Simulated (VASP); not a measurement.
TiSi2, 6 atoms in the cell. It takes space group Cmcm (No. 63, orthorhombic). The conventional cell has a = 3.530 Å, b = 13.519 Å, c = 3.565 Å, α = 90.00°, β = 90.00°, γ = 90.00°. Ti (site symmetry m2m) has 10 Si at 2.58 to 2.81 Å and 6 Ti at 3.31 to 3.57 Å within 3.6 Å. Within 3.3 Å of Si (site symmetry m2m) lie 8 Si at 2.51 to 3.15 Å and 4 Ti at 2.66 to 2.67 Å. Si (site symmetry m2m) has 6 Si at 2.38 to 3.15 Å and 6 Ti at 2.58 to 2.81 Å within 3.2 Å. 

* Program: VASP 6.6.1
* Task: single point
* Functional: PBEsol
* Potentials or basis: VASP PAW PBE potentials, release 64 (Ti_sv, Si)
* Cutoff: 520 eV
* k mesh: 8 × 8 × 8
* Occupations: fermi-dirac, width 0.05 eV
* Spin: no spin polarisation
* Hubbard terms: Ti d U = 1.0 eV
* Dipole correction: no
* Further INCAR settings: ALGO = Normal; EDIFF = 1e-06; NBANDS = 29

Potentials or basis: VASP PAW PBE potentials, release 64 (Ti_sv, Si).

The run is started by

```sh
$ cat potpaw_PBE.64/Ti_sv/POTCAR potpaw_PBE.64/Si/POTCAR > POTCAR
$ mpirun -np 1 vasp_std > vasp.out
```

Hardware: 1 thread of Intel Xeon 8259CL, on a shared host.

How long does it take, and how much memory?

Wall time 8.8 min on 1 thread of Intel Xeon 8259CL (shared host), peak memory 0.41 GiB. Counts: scf iterations 14, k points 105.
